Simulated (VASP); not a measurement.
# KF (Pm-3m) in VASP: a series of runs, part 2 of 2

VASP 6.6.1. Earlier steps stand in the parts before.

## Step 4: Dielectric tensor, r2SCAN

This run uses another cell than the first one, of 16.06 Å³/atom, 1.002 times its volume.

INCAR

```
SYSTEM = KF
ALGO = Normal
EDIFF = 1E-8
ENCUT = 520
ISIF = 2
ISMEAR = 0
LASPH = .TRUE.
LCALCEPS = .TRUE.
LCHARG = .FALSE.
LMIXTAU = .TRUE.
LREAL = .FALSE.
LWAVE = .FALSE.
METAGGA = R2SCAN
NELM = 80
PREC = Accurate
SIGMA = 0.01
```

KPOINTS

```
k-points
0
G
  6 6 6
  0 0 0
```

POSCAR

```
KF
1.0
    3.1788706666      0.0000000000      0.0000000000
    0.0000000000      3.1788706666      0.0000000000
    0.0000000000      0.0000000000      3.1788706666
K F
1 1
Direct
    0.0000000000      0.0000000000      0.0000000000
    0.5000000000      0.5000000000      0.5000000000
```

Potentials or basis: VASP PAW PBE potentials, release 64 (K_sv, F).

The run is started by

```bash
$ cat potpaw_PBE.64/K_sv/POTCAR potpaw_PBE.64/F/POTCAR > POTCAR
$ mpirun -np 1 vasp_std > vasp.out
```

OUTCAR:

```text
SYSTEM = KF
   EDIFF = 1E-8
   ENCUT = 520
   ISIF = 2
   ISMEAR = 0
   LASPH = .TRUE.
   LREAL = .FALSE.
   METAGGA = R2SCAN
   NELM = 80
   PREC = Accurate

 ion  position               nearest neighbor table
   1  0.000  0.000  0.000-   2 2.75   2 2.75   2 2.75   2 2.75   2 2.75   2 2.75   2 2.75   2 2.75

   2  0.500  0.500  0.500-   1 2.75   1 2.75   1 2.75   1 2.75   1 2.75   1 2.75   1 2.75   1 2.75

  LATTYP: Found a simple cubic cell.
 ALAT       =     3.1788706666

  Lattice vectors:

 A1 = (   3.1788706666,   0.0000000000,   0.0000000000)
 A2 = (   0.0000000000,   3.1788706666,   0.0000000000)
 A3 = (   0.0000000000,   0.0000000000,   3.1788706666)

Analysis of symmetry for initial positions (statically):
=====================================================================
 Subroutine PRICEL returns:
 Original cell was already a primitive cell.

 Routine SETGRP: Setting up the symmetry group for a
 simple cubic supercell.

 Subroutine GETGRP returns: Found 48 space group operations
 (whereof 48 operations were pure point group operations)
 out of a pool of 48 trial point group operations.

The static configuration has the point symmetry O_h .

Analysis of symmetry for dynamics (positions and initial velocities):
=====================================================================
 Subroutine PRICEL returns:
 Original cell was already a primitive cell.

 Routine SETGRP: Setting up the symmetry group for a
 simple cubic supercell.

 Subroutine GETGRP returns: Found 48 space group operations
 (whereof 48 operations were pure point group operations)
 out of a pool of 48 trial point group operations.

The dynamic configuration has the point symmetry O_h .

 Subroutine INISYM returns: Found 48 space group operations
 (whereof 48 operations are pure point group operations),
 and found     1 'primitive' translations

----------------------------------------------------------------------------------------

                                     Primitive cell

  volume of cell :      32.1232

  direct lattice vectors                    reciprocal lattice vectors
     3.178870667  0.000000000  0.000000000     0.314577127  0.000000000  0.000000000
     0.000000000  3.178870667  0.000000000     0.000000000  0.314577127  0.000000000
     0.000000000  0.000000000  3.178870667     0.000000000  0.000000000  0.314577127

  length of vectors
     3.178870667  3.178870667  3.178870667     0.314577127  0.314577127  0.314577127

  position of ions in fractional coordinates (direct lattice)
     0.000000000  0.000000000  0.000000000
     0.500000000  0.500000000  0.500000000

  ion indices of the primitive-cell ions
   primitive index   ion index
                 1           1
                 2           2

----------------------------------------------------------------------------------------

 KPOINTS: k-points

Automatic generation of k-mesh.
 Grid dimensions read from file:
 generate k-points for:    6    6    6

 Generating k-lattice:

  Cartesian coordinates                     Fractional coordinates (reciprocal lattice)
     0.052429521  0.000000000  0.000000000     0.166666667  0.000000000  0.000000000
     0.000000000  0.052429521  0.000000000     0.000000000  0.166666667  0.000000000
[... 81 lines left out ...]
   IVDW    =     0    specifies the selected vdW correction
   LEPSILON=     F    determine dielectric tensor
   LRPA    =     F    only Hartree local field effects (RPA)
   LRPA       =     F
 non-spin polarized calculation
 Gauss-broadening in eV      SIGMA  =   0.01
  energy-cutoff  :      520.00
  volume of cell :       32.12
 maximum number of plane-waves:       912
 NGX is ok and might be reduce to    24
   NGX = 11   NGY = 11   NGZ = 11

 Total electronic dipole moment: p[elc]=(    -0.00000     0.00000    -0.00000 ) |e| Angst

 Total electronic dipole moment: p[elc]=(     0.00000    -0.00000     0.00000 ) |e| Angst

 number of electron      15.9999985 magnetization

 Free energy of the ion-electron system (eV)
  ---------------------------------------------------
  ext. energy  EPLUGINS =         0.00000000
  ---------------------------------------------------
  free energy    TOTEN  =       -14.85968996 eV

  energy without entropy =      -14.85968996  energy(sigma->0) =      -14.85968996

 E-fermi :  -2.2529     XC(G=0):  -9.9026

 val. band max:       -2.3434575987   @ k =   0.5000   0.5000   0.0000
 cond. band min:   10000.0000000000   @ k =   0.0000   0.0000   0.0000
 fundamental gap:  10002.3434575987
 Fermi energy:        -2.2529061261

 k-point     1 :       0.0000    0.0000    0.0000
  band No.  band energies     occupation
      1     -30.2054      2.00000
      2     -22.4362      2.00000
      3     -12.3733      2.00000
      4     -12.3733      2.00000
      5     -12.3733      2.00000
      6      -2.3767      2.00000
      7      -2.3767      2.00000
      8      -2.3767      2.00000
      9   10000.0000      0.00000
     10   10000.0000      0.00000
     11   10000.0000      0.00000
     12   10000.0000      0.00000
[... 331 lines left out ...]
 k-point    24 :       0.0000    0.1667    0.1667
  band No.  band energies     occupation
      1     -30.1255      2.00000
      2     -22.4498      2.00000
      3     -12.6195      2.00000
      4     -12.5166      2.00000
      5     -12.3075      2.00000
      6      -2.8430      2.00000
      7      -2.5599      2.00000
      8      -2.4272      2.00000
      9   10000.0000      0.00000
     10   10000.0000      0.00000
     11   10000.0000      0.00000
     12   10000.0000      0.00000

 [... further k-points ...]

------------------------ aborting loop because EDIFF is reached ----------------------------------------

            Ionic dipole moment: p[ion]=(   -11.12605   -11.12605   -11.12605 ) |e| Angst

 Total electronic dipole moment: p[elc]=(     0.00000     0.00000     0.00195 ) |e| Angst

 MACROSCOPIC STATIC DIELECTRIC TENSOR (including local field effects)
 ------------------------------------------------------
           2.099084     0.000000    -0.000000
           0.000000     2.099084     0.000000
          -0.000000    -0.000000     2.099084
 ------------------------------------------------------

 PIEZOELECTRIC TENSOR (including local field effects) (e Angst)
          XX          YY          ZZ          XY          YZ          ZX
  --------------------------------------------------------------------------------
  x     0.00000     0.00000     0.00000     0.00000     0.00000     0.00000
  y     0.00000     0.00000     0.00000     0.00000     0.00000     0.00000
  z     0.00000     0.00000     0.00000     0.00000     0.00000     0.00000

 PIEZOELECTRIC TENSOR (including local field effects) (C/m^2)
          XX          YY          ZZ          XY          YZ          ZX
  --------------------------------------------------------------------------------
  x     0.00000     0.00000     0.00000     0.00000     0.00000     0.00000
  y     0.00000     0.00000     0.00000     0.00000     0.00000     0.00000
  z     0.00000     0.00000     0.00000     0.00000     0.00000     0.00000

 BORN EFFECTIVE CHARGES (including local field effects) (in |e|, cummulative output)
 ---------------------------------------------------------------------------------
 ion    1
    1     1.15192    -0.00000    -0.00000
    2    -0.00000     1.15192     0.00000
    3     0.00000    -0.00000     1.15192
 ion    2
    1    -1.15192     0.00000     0.00000
    2     0.00000    -1.15192    -0.00000
    3    -0.00000     0.00000    -1.15192

  FORCE on cell =-STRESS in cart. coord.  units (eV):
  Direction    XX          YY          ZZ          XY          YZ          ZX
  --------------------------------------------------------------------------------------
  -------------------------------------------------------------------------------------
  Total       -0.0014434     -0.0014434     -0.0014434     -0.0000000     -0.0000000     -0.0000000
  in kB       -0.0719899     -0.0719899     -0.0719899     -0.0000000     -0.0000000     -0.0000000
  external PRESSURE =      -0.0719899 kB  Pullay stress =       0.0000000 kB

 VOLUME and BASIS-vectors are now :
 -----------------------------------------------------------------------------
  energy-cutoff  :      520.00
  volume of cell :       32.12
      direct lattice vectors                 reciprocal lattice vectors
     3.178870667  0.000000000  0.000000000     0.314577127  0.000000000  0.000000000
     0.000000000  3.178870667  0.000000000     0.000000000  0.314577127  0.000000000
     0.000000000  0.000000000  3.178870667     0.000000000  0.000000000  0.314577127

 POSITION                                       TOTAL-FORCE (eV/Angst)
 -----------------------------------------------------------------------------------
      0.00000      0.00000      0.00000         0.000000      0.000000      0.000000
      1.58944      1.58944      1.58944         0.000000      0.000000      0.000000
 -----------------------------------------------------------------------------------
    total drift:                                0.000000      0.000000     -0.000000

  FREE ENERGIE OF THE ION-ELECTRON SYSTEM (eV)
  ---------------------------------------------------
  free  energy   TOTEN  =       -14.8596899576 eV

  energy  without entropy=      -14.8596899576  energy(sigma->0) =      -14.85968996
```

Wall time 5.4 min (1 thread of Intel Xeon Platinum 8488C (Sapphire Rapids), shared host); peak memory 0.22 GiB.

Results:

```
Band gap on the k mesh                  : 7.73 eV, indirect (least direct gap 7.76 eV)
Electronic dielectric tensor (diagonal) : 2.10
Born charges (mean of the diagonal)     : K +1.15; F -1.15 e
```

Electronic dielectric tensor:
```
2.10 0.00 0.00
0.00 2.10 0.00
0.00 0.00 2.10
```

Born effective charge tensors (e):
atom 1, K
```
1.15 0.00 0.00
0.00 1.15 0.00
0.00 0.00 1.15
```
atom 2, F
```
-1.15  0.00  0.00
 0.00 -1.15  0.00
 0.00  0.00 -1.15
```

Dipole moments of the cell (e·Å, modulo the quantum): ionic -11.126, -11.126, -11.126; electronic 0.000, 0.000, 0.002

Caveat: the PAW data sets were made with another functional, which shifts forces and pressure a little.

## Step 5: The runs side by side

```tsv
task	level	cell	gap on the mesh (eV)
vibrations by perturbation theory	PBEsol	a = 3.176 Å, 2 atoms	-
dielectric tensor	PBE	a = 3.179 Å, 2 atoms	6.80
dielectric tensor	r2SCAN	a = 3.179 Å, 2 atoms	7.73
```

Alike in all rows: potentials or basis VASP PAW PBE potentials, release 64 (K_sv, F); no spin polarisation; k mesh 6 × 6 × 6; cutoff (eV) 520; smearing gaussian 0.01 eV.

Caveats: the PAW data sets were made with another functional, which shifts forces and pressure a little (some runs).

Absolute energies hang on the potentials; compare differences alone.
